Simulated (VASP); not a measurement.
# MnAl5 (P4/mmm) in VASP: further runs

MnAl5 is run at these levels: PBE; tasks: single point.

Everything below comes from runs of VASP 6.6.1. Logs are shortened: lines on timing, memory, paths and dates and some standing lists are left out, and cuts for length are marked.

### 1 The cell of the first run

It takes space group P4/mmm (No. 123, tetragonal). The conventional cell has a = 4.818 Å, b = 4.818 Å, c = 2.731 Å, α = 90.00°, β = 90.00°, γ = 90.00°. Mn (site symmetry 4/mmm) has 8 Al at 1.83 Å within 2.4 Å. Within 2.5 Å of Al (site symmetry m2m) lie 4 Al at 1.72 to 2.44 Å and 2 Mn at 1.83 Å. Al (site symmetry 4/mmm) has 18 Al at 2.73 to 3.01 Å and 4 Mn at 3.41 Å within 3.6 Å.

The cell was built from a structure type or drawn by symmetry, and may not be a known phase.

### 2 Single point, PBE, collinear spin, ferromagnetic start

Input file INCAR:

```
SYSTEM = MnAl5
PREC = Accurate
ENCUT = 520
EDIFF = 1E-6
ISMEAR = 0
SIGMA = 0.1
LREAL = .FALSE.
LASPH = .TRUE.
NELM = 150
ALGO = Normal
ISIF = 2
LWAVE = .FALSE.
LCHARG = .TRUE.
ISPIN = 2
MAGMOM = 4 0 0 0 0 0
LORBIT = 11
LMAXMIX = 4
GGA = PE
LELF = .TRUE.
LVHAR = .TRUE.
NBANDS = 27
```

Input file KPOINTS:

```
regular mesh
0
G
  4 4 6
  0 0 0
```

Input file POSCAR:

```
MnAl5
1.0
    4.8184658800      0.0000000000      0.0000000000
    0.0000000000      4.8184658800      0.0000000000
    0.0000000000      0.0000000000      2.7309690800
Mn Al
1 5
Direct
    0.5000000000      0.5000000000      0.5000000000
    0.7528180500      0.5000000000      0.0000000000
    0.2471819500      0.5000000000      0.0000000000
    0.5000000000      0.2471819500      0.0000000000
    0.5000000000      0.7528180500      0.0000000000
    0.0000000000      0.0000000000      0.5000000000
```

Potentials or basis: VASP PAW PBE potentials, release 64 (Mn_pv, Al).

On the command line:

```console
cat potpaw_PBE.64/Mn_pv/POTCAR potpaw_PBE.64/Al/POTCAR > POTCAR
mpirun -np 1 vasp_std > vasp.out
```

OUTCAR:

```text
SYSTEM = MnAl5
   PREC = Accurate
   ENCUT = 520
   EDIFF = 1E-6
   ISMEAR = 0
   LREAL = .FALSE.
   LASPH = .TRUE.
   NELM = 150
   ISIF = 2
   ISPIN = 2
   LORBIT = 11
   GGA = PE

 ion  position               nearest neighbor table
   1  0.500  0.500  0.500-   2 1.83   3 1.83   4 1.83   5 1.83   2 1.83   3 1.83   4 1.83   5 1.83

   2  0.753  0.500  0.000-   4 1.72   5 1.72   1 1.83   1 1.83   3 2.38   3 2.44   6 3.01   6 3.01
                             6 3.01   6 3.01   4 3.23   5 3.23   4 3.23   5 3.23
   3  0.247  0.500  0.000-   4 1.72   5 1.72   1 1.83   1 1.83   2 2.38   2 2.44   6 3.01   6 3.01
                             6 3.01   6 3.01   5 3.23   4 3.23   5 3.23   4 3.23
   4  0.500  0.247  0.000-   2 1.72   3 1.72   1 1.83   1 1.83   5 2.38   5 2.44   6 3.01   6 3.01
                             6 3.01   6 3.01   3 3.23   2 3.23   3 3.23   2 3.23
   5  0.500  0.753  0.000-   2 1.72   3 1.72   1 1.83   1 1.83   4 2.38   4 2.44   6 3.01   6 3.01
                             6 3.01   6 3.01   2 3.23   3 3.23   2 3.23   3 3.23
   6  0.000  0.000  0.500-   2 3.01   3 3.01   4 3.01   5 3.01   2 3.01   3 3.01   4 3.01   5 3.01
                             2 3.01   3 3.01   2 3.01   3 3.01   4 3.01   5 3.01   4 3.01   5 3.01

  LATTYP: Found a simple tetragonal cell.
 ALAT       =     4.8184658800
 C/A-ratio  =     0.5667714887

  Lattice vectors:

 A1 = (   4.8184658800,   0.0000000000,   0.0000000000)
 A2 = (   0.0000000000,   4.8184658800,   0.0000000000)
 A3 = (   0.0000000000,   0.0000000000,   2.7309690800)

Analysis of symmetry for initial positions (statically):
=====================================================================
 Subroutine PRICEL returns:
 Original cell was already a primitive cell.

 Routine SETGRP: Setting up the symmetry group for a
 simple tetragonal supercell.

 Subroutine GETGRP returns: Found 16 space group operations
 (whereof 16 operations were pure point group operations)
 out of a pool of 16 trial point group operations.

The static configuration has the point symmetry D_4h.

Analysis of symmetry for dynamics (positions and initial velocities):
=====================================================================
 Subroutine PRICEL returns:
 Original cell was already a primitive cell.

 Routine SETGRP: Setting up the symmetry group for a
 simple tetragonal supercell.

 Subroutine GETGRP returns: Found 16 space group operations
 (whereof 16 operations were pure point group operations)
 out of a pool of 16 trial point group operations.

The dynamic configuration has the point symmetry D_4h.

Analysis of structural, dynamic, and magnetic symmetry:
[... 157 lines left out ...]
 number of electron      28.0000023 magnetization      -0.0032956

 number of electron      28.0000023 magnetization       0.0002630

 Free energy of the ion-electron system (eV)
  ---------------------------------------------------
  ext. energy  EPLUGINS =         0.00000000
  ---------------------------------------------------
  free energy    TOTEN  =        11.35165206 eV

  energy without entropy =       11.36335182  energy(sigma->0) =       11.35750194

 E-fermi :  12.6281     XC(G=0): -11.9043

 val. band max:       12.5598330409   @ k =   0.5000   0.5000   0.3333
 cond. band min:      12.6479283500   @ k =   0.5000   0.2500   0.0000
 fundamental gap:      0.0880953091
 Fermi energy:        12.6280897732

 spin component 1

 k-point     1 :       0.0000    0.0000    0.0000
  band No.  band energies     occupation
      1     -35.9654      1.00000
      2     -34.7596      1.00000
      3     -34.7596      1.00000
      4      -0.7608      1.00000
      5       2.7744      1.00000
      6       5.9207      1.00000
[... 685 lines left out ...]
     25      20.4867      0.00000
     26      21.6106      0.00000
 Fermi energy:        12.6280897732

 spin component 2

 k-point     1 :       0.0000    0.0000    0.0000
  band No.  band energies     occupation
      1     -35.9653      1.00000
      2     -34.7595      1.00000
      3     -34.7595      1.00000
      4      -0.7608      1.00000
      5       2.7745      1.00000
      6       5.9208      1.00000
[... 685 lines left out ...]
     25      20.4868      0.00000
     26      21.6107      0.00000
 [bands above 26 left out]

------------------------ aborting loop because EDIFF is reached ----------------------------------------

  FORCE on cell =-STRESS in cart. coord.  units (eV):
  Direction    XX          YY          ZZ          XY          YZ          ZX
  --------------------------------------------------------------------------------------
  -------------------------------------------------------------------------------------
  Total       97.7234524     97.7234524     73.8002213      0.0000000     -0.0000000     -0.0000000
  in kB     2469.3066417   2469.3066417   1864.8069860      0.0000000     -0.0000000     -0.0000000
  external PRESSURE =    2267.8067565 kB  Pullay stress =       0.0000000 kB

 VOLUME and BASIS-vectors are now :
 -----------------------------------------------------------------------------
  energy-cutoff  :      520.00
  volume of cell :       63.41
      direct lattice vectors                 reciprocal lattice vectors
     4.818465880  0.000000000  0.000000000     0.207534934  0.000000000  0.000000000
     0.000000000  4.818465880  0.000000000     0.000000000  0.207534934  0.000000000
     0.000000000  0.000000000  2.730969080     0.000000000  0.000000000  0.366170385

 POSITION                                       TOTAL-FORCE (eV/Angst)
 -----------------------------------------------------------------------------------
      2.40923      2.40923      1.36548        -0.000000      0.000000      0.000000
      3.62743      2.40923      0.00000        35.991630     -0.000000      0.000000
      1.19104      2.40923      0.00000       -35.991630      0.000000      0.000000
      2.40923      1.19104      0.00000        -0.000000    -35.991630      0.000000
      2.40923      3.62743      0.00000        -0.000000     35.991630     -0.000000
      0.00000      0.00000      1.36548        -0.000000      0.000000      0.000000
 -----------------------------------------------------------------------------------
    total drift:                                0.000000      0.000000      0.000000

  FREE ENERGIE OF THE ION-ELECTRON SYSTEM (eV)
  ---------------------------------------------------
  free  energy   TOTEN  =        11.3516520632 eV

  energy  without entropy=       11.3633518171  energy(sigma->0) =       11.35750194

 total charge

# of ion       s       p       d       tot
------------------------------------------
    1        0.752   6.775   7.182  14.709
    2        0.662   0.791   0.000   1.452
    3        0.662   0.791   0.000   1.452
    4        0.662   0.791   0.000   1.452
    5        0.662   0.791   0.000   1.452
    6        0.423   0.285   0.000   0.708
--------------------------------------------------
tot          3.823  10.222   7.182  21.226

 magnetization (x)

# of ion       s       p       d       tot
------------------------------------------
    1        0.000   0.000  -0.000   0.000
    2        0.000   0.000   0.000   0.000
    3        0.000   0.000   0.000   0.000
    4        0.000   0.000   0.000   0.000
    5        0.000   0.000   0.000   0.000
    6       -0.000  -0.000   0.000  -0.000
--------------------------------------------------
tot          0.000   0.000  -0.000   0.000
```

stdout:

```text
POSCAR found type information on POSCAR MnAl
 POSCAR found :  2 types and       6 ions
 scaLAPACK will be used
 LDA part: xc-table for (Slater+PW92), standard interpolation
 POSCAR, INCAR and KPOINTS ok, starting setup
 FFT: planning ... GRIDC
 FFT: planning ... GRID_SOFT
 FFT: planning ... GRID
 WAVECAR not read
 entering main loop
```

It took 40 s on 1 thread of Intel Xeon Platinum 8559C (Emerald Rapids), shared host; peak memory 0.21 GiB.

Results:

| Quantity | Value |
| --- | --- |
| Free energy | 11.3517 eV |
| Pressure | 226.8 GPa |
| Largest force | 35.992 eV/Å |
| Band gap on the k mesh | zero (filled and empty bands overlap) |
| Net moment | 0.00 μB per cell |
| Valence electrons inside the program's atomic spheres | Mn 14.71; Al 1.45, 0.71 (each value once) |

Forces in eV/Å, atoms in the order of the input:
```
Mn    0.000   0.000   0.000
Al   35.992   0.000   0.000
Al  -35.992   0.000   0.000
Al    0.000 -35.992   0.000
Al    0.000  35.992   0.000
Al    0.000   0.000   0.000
```

Levels at points of the mesh, in eV from the Fermi level:
Spin up:
| k point | band 11 | band 12 | band 13 | band 14 | band 15 | band 16 | band 17 | band 18 |
| --- | --- | --- | --- | --- | --- | --- | --- | --- |
| (0.00, 0.00, 0.00) | -3.72 | -3.72 | -0.88 | 0.28 | 0.28 | 1.31 | 3.02 | 5.03 |
| (0.50, 0.00, 0.00) | -3.74 | -3.72 | -1.01 | -0.66 | 0.10 | 3.43 | 5.64 | 6.68 |
| (0.50, 0.50, 0.00) | -3.24 | -2.91 | 0.62 | 0.62 | 3.40 | 3.40 | 3.62 | 4.97 |
| (0.00, 0.00, 0.50) | -1.84 | -1.84 | -1.66 | -1.36 | 0.06 | 0.06 | 0.27 | 1.02 |
| (0.50, 0.00, 0.50) | -2.81 | -2.56 | -1.66 | -1.21 | -0.84 | 0.82 | 1.57 | 2.32 |
| (0.50, 0.50, 0.50) | -4.20 | -2.48 | -2.17 | -2.17 | -1.65 | -0.42 | 1.94 | 3.89 |
Spin down:
```tsv
k point	band 11	band 12	band 13	band 14	band 15	band 16	band 17	band 18
(0.00, 0.00, 0.00)	-3.72	-3.72	-0.88	0.28	0.28	1.31	3.02	5.03
(0.50, 0.00, 0.00)	-3.74	-3.72	-1.01	-0.66	0.10	3.43	5.64	6.68
(0.50, 0.50, 0.00)	-3.24	-2.91	0.62	0.62	3.41	3.41	3.62	4.97
(0.00, 0.00, 0.50)	-1.84	-1.84	-1.66	-1.36	0.06	0.06	0.27	1.02
(0.50, 0.00, 0.50)	-2.81	-2.56	-1.66	-1.21	-0.84	0.82	1.57	2.32
(0.50, 0.50, 0.50)	-4.20	-2.48	-2.17	-2.17	-1.65	-0.42	1.94	3.89
```

Caveat: the k points lie up to 0.38 Å⁻¹ apart, too coarse for converged energies and pressures of a metal; atoms lie so close that the PAW spheres overlap strongly, which falsifies energies and pressures; forces of over 1 eV/Å act on the atoms, so gaps and moduli don't describe the material at rest.

### 3 Single point, PBE, collinear spin, ferromagnetic start

This run uses another cell than the first one, of 19.81 Å³/atom.

Input file INCAR:

```
ALGO = Normal ; EDIFF = 1E-6
ENCUT = 520 ; GGA = PE
ISIF = 2 ; ISMEAR = 0
ISPIN = 2 ; LASPH = True
LCHARG = True ; LELF = True
LMAXMIX = 4 ; LORBIT = 11
LREAL = False ; LVHAR = True
LWAVE = False ; MAGMOM = 4 0 0 0 0 0
NBANDS = 27 ; NELM = 150
PREC = Accurate ; SIGMA = 0.1
```

Input file KPOINTS:

```
k-points
0
Gamma
  4 4 6
```

Input file POSCAR:

```
MnAl5
1.0
    6.5908238758      0.0000000000      0.0000000000
    0.0000000000      6.5908238758      0.0000000000
    0.0000000000      0.0000000000      2.7366886769
Mn Al
1 5
Direct
    0.5000000000      0.5000000000      0.5000000000
    0.8079234297      0.5000000000      0.0000000000
    0.1920765703      0.5000000000      0.0000000000
    0.5000000000      0.1920765703      0.0000000000
    0.5000000000      0.8079234297      0.0000000000
    0.0000000000      0.0000000000      0.5000000000
```

Potentials or basis: VASP PAW PBE potentials, release 64 (Mn_pv, Al).

On the command line:

```console
cat potpaw_PBE.64/Mn_pv/POTCAR potpaw_PBE.64/Al/POTCAR > POTCAR
mpirun -np 1 vasp_std > vasp.out
```

Wall time 90 s (1 thread of Intel Xeon Platinum 8559C (Emerald Rapids), shared host); peak memory 0.31 GiB.

The run converged. Its results:

| Quantity | Value |
| --- | --- |
| Free energy | -26.6819 eV |
| Pressure | 0.0 GPa |
| Largest force | 0.011 eV/Å |
| Net moment | 1.31 μB per cell |
| Site moments | Mn +1.47; Al -0.02, +0.01 (each value once) μB |
| Valence electrons inside the program's atomic spheres | Mn 12.01; Al 0.81, 0.73 (each value once) |

Forces on the atoms (eV/Å):
```
Mn   0.000  0.000  0.000
Al  -0.011  0.000  0.000
Al   0.011  0.000  0.000
Al   0.000  0.011  0.000
Al   0.000 -0.011  0.000
Al   0.000  0.000  0.000
```

Levels at points of the mesh, in eV from the Fermi level:
Spin up:
```tsv
k point	band 13	band 14	band 15	band 16	band 17	band 18
(0.00, 0.00, 0.00)	-1.55	-1.53	-0.74	-0.74	0.94	3.61
(0.50, 0.00, 0.00)	-1.09	-0.74	-0.74	0.37	1.54	2.50
(0.50, 0.50, 0.00)	-0.74	-0.74	0.24	0.24	0.72	0.98
(0.00, 0.00, 0.50)	-0.86	-0.82	0.25	0.37	1.16	1.26
(0.50, 0.00, 0.50)	-0.73	-0.52	-0.26	0.31	1.08	1.91
(0.50, 0.50, 0.50)	-1.54	-1.54	-0.75	1.48	2.50	3.64
```
Spin down:
```csv
k point,band 11,band 12,band 13,band 14,band 15,band 16
"(0.00, 0.00, 0.00)",-1.54,-1.54,-1.02,-0.94,0.94,0.94
"(0.50, 0.00, 0.00)",-1.97,-1.05,-0.28,0.58,0.94,0.94
"(0.50, 0.50, 0.00)",-1.71,-1.71,0.25,0.25,0.94,0.94
"(0.00, 0.00, 0.50)",-0.85,-0.85,-0.64,0.02,0.38,0.76
"(0.50, 0.00, 0.50)",-1.14,-0.72,-0.40,-0.24,-0.11,0.81
"(0.50, 0.50, 0.50)",-1.38,-1.35,-1.01,-1.01,0.30,2.29
```

Caveat: the k points lie up to 0.38 Å⁻¹ apart.
